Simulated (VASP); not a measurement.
# TiPt3 (Pm-3m) in VASP: notebook

TiPt3 is run at these levels: PBEsol, LDA; tasks: single point.

Everything below comes from runs of VASP 6.6.1. Logs are shortened: lines on timing, memory, paths and dates and some standing lists are left out, and cuts for length are marked.

## (1) The cell of the first run

The structure is cubic, space group Pm-3m (No. 221). The conventional cell has a = 3.897 Å, b = 3.897 Å, c = 3.897 Å, α = 90.00°, β = 90.00°, γ = 90.00°. Pt (site symmetry 4/mmm) has 8 Pt at 2.76 Å and 4 Ti at 2.76 Å within 3.6 Å. Within 3.6 Å of Ti (site symmetry m-3m) lie 12 Pt at 2.76 Å.

## (2) Single point, PBEsol

File INCAR:

```
ALGO = Normal ; EDIFF = 1E-7
ENCUT = 520 ; GGA = PS
ISIF = 2 ; ISMEAR = -1
LASPH = True ; LCHARG = False
LREAL = False ; LWAVE = False
NBANDS = 29 ; NELM = 100
PREC = Accurate ; SIGMA = 0.05
```

File KPOINTS:

```
k-points
0
Gamma
  7 7 7
```

File POSCAR:

```
TiPt3
1.0
    3.8970000000      0.0000000000      0.0000000000
    0.0000000000      3.8970000000      0.0000000000
    0.0000000000      0.0000000000      3.8970000000
Pt Ti
3 1
Direct
    0.5000000000      0.5000000000      0.0000000000
    0.5000000000      0.0000000000      0.5000000000
    0.0000000000      0.5000000000      0.5000000000
    0.0000000000      0.0000000000      0.0000000000
```

Potentials or basis: VASP PAW PBE potentials, release 64 (Pt, Ti_sv).

Command:

```bash
$ cat potpaw_PBE.64/Pt/POTCAR potpaw_PBE.64/Ti_sv/POTCAR > POTCAR
$ mpirun -np 1 vasp_std > vasp.out
```

OUTCAR:

```text
EDIFF = 1E-7
   ENCUT = 520
   GGA = PS
   ISIF = 2
   ISMEAR = -1
   LASPH = True
   LREAL = False
   NELM = 100
   PREC = Accurate

 ion  position               nearest neighbor table
   1  0.500  0.500  0.000-   2 2.76   3 2.76   4 2.76   2 2.76   3 2.76   2 2.76   4 2.76   2 2.76
                             3 2.76   4 2.76   3 2.76   4 2.76
   2  0.500  0.000  0.500-   1 2.76   3 2.76   4 2.76   1 2.76   4 2.76   1 2.76   3 2.76   1 2.76
                             3 2.76   4 2.76   4 2.76   3 2.76
   3  0.000  0.500  0.500-   1 2.76   2 2.76   4 2.76   1 2.76   4 2.76   2 2.76   4 2.76   4 2.76
                             1 2.76   2 2.76   1 2.76   2 2.76
   4  0.000  0.000  0.000-   1 2.76   2 2.76   3 2.76   2 2.76   3 2.76   1 2.76   3 2.76   3 2.76
                             1 2.76   2 2.76   2 2.76   1 2.76

  LATTYP: Found a simple cubic cell.
 ALAT       =     3.8970000000

  Lattice vectors:

 A1 = (   3.8970000000,   0.0000000000,   0.0000000000)
 A2 = (   0.0000000000,   3.8970000000,   0.0000000000)
 A3 = (   0.0000000000,   0.0000000000,   3.8970000000)

Analysis of symmetry for initial positions (statically):
=====================================================================
 Subroutine PRICEL returns:
 Original cell was already a primitive cell.

 Routine SETGRP: Setting up the symmetry group for a
 simple cubic supercell.

 Subroutine GETGRP returns: Found 48 space group operations
 (whereof 48 operations were pure point group operations)
 out of a pool of 48 trial point group operations.

The static configuration has the point symmetry O_h .

Analysis of symmetry for dynamics (positions and initial velocities):
=====================================================================
 Subroutine PRICEL returns:
 Original cell was already a primitive cell.

 Routine SETGRP: Setting up the symmetry group for a
 simple cubic supercell.

 Subroutine GETGRP returns: Found 48 space group operations
 (whereof 48 operations were pure point group operations)
 out of a pool of 48 trial point group operations.

The dynamic configuration has the point symmetry O_h .

 Subroutine INISYM returns: Found 48 space group operations
 (whereof 48 operations are pure point group operations),
 and found     1 'primitive' translations

----------------------------------------------------------------------------------------

                                     Primitive cell

  volume of cell :      59.1822

  direct lattice vectors                    reciprocal lattice vectors
     3.897000000  0.000000000  0.000000000     0.256607647  0.000000000  0.000000000
     0.000000000  3.897000000  0.000000000     0.000000000  0.256607647  0.000000000
     0.000000000  0.000000000  3.897000000     0.000000000  0.000000000  0.256607647

  length of vectors
     3.897000000  3.897000000  3.897000000     0.256607647  0.256607647  0.256607647

  position of ions in fractional coordinates (direct lattice)
     0.500000000  0.500000000  0.000000000
     0.500000000  0.000000000  0.500000000
     0.000000000  0.500000000  0.500000000
     0.000000000  0.000000000  0.000000000

  ion indices of the primitive-cell ions
   primitive index   ion index
                 1           1
                 2           2
                 3           3
                 4           4

----------------------------------------------------------------------------------------

 KPOINTS: k-points

Automatic generation of k-mesh.
 Grid dimensions read from file:
 generate k-points for:    7    7    7

 Generating k-lattice:

  Cartesian coordinates                     Fractional coordinates (reciprocal lattice)
     0.036658235  0.000000000  0.000000000     0.142857143  0.000000000  0.000000000
     0.000000000  0.036658235  0.000000000     0.000000000  0.142857143  0.000000000
     0.000000000  0.000000000  0.036658235     0.000000000  0.000000000  0.142857143

  Length of vectors
     0.036658235  0.036658235  0.036658235

  Shift w.r.t. Gamma in fractional coordinates (k-lattice)
     0.000000000  0.000000000  0.000000000

 Subroutine IBZKPT returns following result:
 ===========================================

 Found     20 irreducible k-points:

 Following reciprocal coordinates:
            Coordinates               Weight
  0.000000  0.000000  0.000000      1.000000
  0.142857  0.000000  0.000000      6.000000
  0.285714  0.000000  0.000000      6.000000
  0.428571  0.000000  0.000000      6.000000
  0.142857  0.142857  0.000000     12.000000
  0.285714  0.142857  0.000000     24.000000
[... 12 lines left out ...]
  0.428571  0.428571  0.285714     24.000000
  0.428571  0.428571  0.428571      8.000000
   k-points           NKPTS =     20   k-points in BZ     NKDIM =     20   number of bands    NBANDS=     29
   number of dos      NEDOS =    301   number of ions     NIONS =      4
   total plane-waves  NPLWV =  27000
   dimension x,y,z NGX =    30 NGY =   30 NGZ =   30
   dimension x,y,z NGXF=    60 NGYF=   60 NGZF=   60
   ions per type =               3   1
   NGX,Y,Z   is equivalent  to a cutoff of  12.80, 12.80, 12.80 a.u.
   NGXF,Y,Z  is equivalent  to a cutoff of  25.60, 25.60, 25.60 a.u.
 SYSTEM =  unknown system
   PREC   = accura    normal or accurate (medium, high low for compatibility)
   ISTART =      0    job   : 0-new  1-cont  2-samecut
   ICHARG =      2    charge: 1-file 2-atom 10-const
   ISPIN  =      1    spin polarized calculation?
   LNONCOLLINEAR =      F non collinear calculations
   LSORBIT =      F    spin-orbit coupling
   LASPH  =      T    aspherical Exc in radial PAW
   ENCUT  =  520.0 eV  38.22 Ry    6.18 a.u.   7.25  7.25  7.25*2*pi/ulx,y,z
   NELM   =    100;   NELMIN=  2; NELMDL= -5     # of ELM steps
   EDIFF  = 0.1E-06   stopping-criterion for ELM
   LREAL  =      F    real-space projection
   EDIFFG = 0.1E-05   stopping-criterion for IOM
   NSW    =      0    number of steps for IOM
   IBRION =     -1    ionic relax: 0-MD 1-quasi-New 2-CG
   NFREE  =      0    steps in history (QN), initial steepest desc. (CG)
   ISIF   =      2    stress and relaxation
   ISYM   =      2    0-nonsym 1-usesym 2-fastsym
   POTIM  = 0.5000    time-step for ionic-motion
   TEBEG  =    0.0;   TEEND  =   0.0 temperature during run
   PSTRESS=    0.0 pullay stress
   NELECT =      42.0000    total number of electrons
   NUPDOWN=      -1.0000    fix difference up-down
   EMIN   =  10.00;   EMAX   =-10.00  energy-range for DOS
   EFERMI =   0.00;   METHOD = LEGACY
   ISMEAR =    -1;   SIGMA  =   0.05  broadening in eV -4-tet -1-fermi 0-gaus
   EFERMI_NEDOS =   21; number of points for ismear=-14 and -15
   IALGO  =     38    algorithm
   IMIX   =      4    mixing-type and parameters
     AMIX     =   0.40;   BMIX     =  1.00
     AMIX_MAG =   1.60;   BMIX_MAG =  1.00
  volume/ion in A,a.u.               =      14.80        99.85
  Fermi-wavevector in a.u.,A,eV,Ry     =   1.460251  2.759474 29.012153  2.132333
  Thomas-Fermi vector in A             =   2.576723
   LORBIT       =      0    0 simple, 1 ext, 2 COOP (PROOUT), +10 PAW based schemes
   GGA     = PS    functional components
   LHFCALC =     F    Hartree Fock is set to
   AEXX    =    0.0000 exact exchange contribution
   IVDW    =     0    specifies the selected vdW correction
   LEPSILON=     F    determine dielectric tensor
   LRPA    =     F    only Hartree local field effects (RPA)
 non-spin polarized calculation
  energy-cutoff  :      520.00
  volume of cell :       59.18
 maximum number of plane-waves:      1604
 NGX is ok and might be reduce to    30
   NGX = 15   NGY = 15   NGZ = 15

 number of electron      41.9999997 magnetization

 Free energy of the ion-electron system (eV)
  ---------------------------------------------------
  ext. energy  EPLUGINS =         0.00000000
  ---------------------------------------------------
  free energy    TOTEN  =       -32.75831050 eV

  energy without entropy =      -32.74513969  energy(sigma->0) =      -32.75172509

 E-fermi :  11.7291     XC(G=0): -13.4231

 val. band max:       11.5954510206   @ k =   0.4286   0.0000   0.0000
 cond. band min:      11.7456863687   @ k =   0.0000   0.0000   0.0000
 fundamental gap:      0.1502353481
 Fermi energy:        11.7291175139

 k-point     1 :       0.0000    0.0000    0.0000
  band No.  band energies     occupation
      1     -46.2218      2.00000
      2     -22.5433      2.00000
      3     -22.5433      2.00000
      4     -22.5433      2.00000
      5       1.4155      2.00000
      6       4.2483      2.00000
[... 21 lines left out ...]
     28      13.7677      0.00000
     29      20.0869      0.00000

 k-point     2 :       0.1429    0.0000    0.0000
  band No.  band energies     occupation
      1     -46.2215      2.00000
      2     -22.5489      2.00000
      3     -22.5442      2.00000
      4     -22.5442      2.00000
      5       1.6856      2.00000
      6       4.4182      2.00000
[... 21 lines left out ...]
     28      15.0330      0.00000
     29      19.6336      0.00000

 k-point     3 :       0.2857    0.0000    0.0000
  band No.  band energies     occupation
      1     -46.2207      2.00000
      2     -22.5613      2.00000
      3     -22.5461      2.00000
      4     -22.5461      2.00000
      5       2.4432      2.00000
      6       4.8138      2.00000
[... 21 lines left out ...]
     28      16.9403      0.00000
     29      18.9055      0.00000

 k-point     4 :       0.4286    0.0000    0.0000
  band No.  band energies     occupation
      1     -46.2200      2.00000
      2     -22.5713      2.00000
      3     -22.5477      2.00000
      4     -22.5477      2.00000
      5       3.4155      2.00000
      6       4.8575      2.00000
[... 469 lines left out ...]
     28      15.3952      0.00000
     29      17.2011      0.00000

 k-point    19 :       0.4286    0.4286    0.2857
  band No.  band energies     occupation
      1     -46.2194      2.00000
      2     -22.5608      2.00000
      3     -22.5591      2.00000
      4     -22.5546      2.00000
      5       4.3067      2.00000
      6       4.6393      2.00000
[... 21 lines left out ...]
     28      14.6133      0.00000
     29      17.6224      0.00000

 k-point    20 :       0.4286    0.4286    0.4286
  band No.  band energies     occupation
      1     -46.2195      2.00000
      2     -22.5583      2.00000
      3     -22.5566      2.00000
      4     -22.5566      2.00000
      5       4.1811      2.00000
      6       4.3635      2.00000
[... 21 lines left out ...]
     28      13.4884      0.00000
     29      17.4086      0.00000

------------------------ aborting loop because EDIFF is reached ----------------------------------------

  FORCE on cell =-STRESS in cart. coord.  units (eV):
  Direction    XX          YY          ZZ          XY          YZ          ZX
  --------------------------------------------------------------------------------------
  -------------------------------------------------------------------------------------
  Total        0.0777162      0.0777162      0.0777162      0.0000000      0.0000000     -0.0000000
  in kB        2.1039284      2.1039284      2.1039284      0.0000000      0.0000000     -0.0000000
  external PRESSURE =       2.1039284 kB  Pullay stress =       0.0000000 kB

 VOLUME and BASIS-vectors are now :
 -----------------------------------------------------------------------------
  energy-cutoff  :      520.00
  volume of cell :       59.18
      direct lattice vectors                 reciprocal lattice vectors
     3.897000000  0.000000000  0.000000000     0.256607647  0.000000000  0.000000000
     0.000000000  3.897000000  0.000000000     0.000000000  0.256607647  0.000000000
     0.000000000  0.000000000  3.897000000     0.000000000  0.000000000  0.256607647

 POSITION                                       TOTAL-FORCE (eV/Angst)
 -----------------------------------------------------------------------------------
      1.94850      1.94850      0.00000         0.000000      0.000000      0.000000
      1.94850      0.00000      1.94850         0.000000      0.000000      0.000000
      0.00000      1.94850      1.94850         0.000000      0.000000      0.000000
      0.00000      0.00000      0.00000         0.000000      0.000000      0.000000
 -----------------------------------------------------------------------------------
    total drift:                                0.000000      0.000000     -0.000000

  FREE ENERGIE OF THE ION-ELECTRON SYSTEM (eV)
  ---------------------------------------------------
  free  energy   TOTEN  =       -32.7583104955 eV

  energy  without entropy=      -32.7451396936  energy(sigma->0) =      -32.75172509
```

Run time: 37 s. Hardware: 1 thread of Intel Xeon Platinum 8259CL at 2.50GHz (Skylake/Cascade Lake), shared host; peak memory 0.18 GiB.

Results:

| Quantity | Value |
| --- | --- |
| Free energy | -32.7583 eV |
| Pressure | 0.2 GPa |
| Band gap on the k mesh | zero (band 21 reaches 13.12 eV, above the bottom of band 22 at 11.60 eV) |

Caveat: the PAW data sets were made with another functional, which shifts forces and pressure a little; spin-orbit coupling is left out, which moves the levels of the heavy elements.

(Part 1 of 3 ends here.)
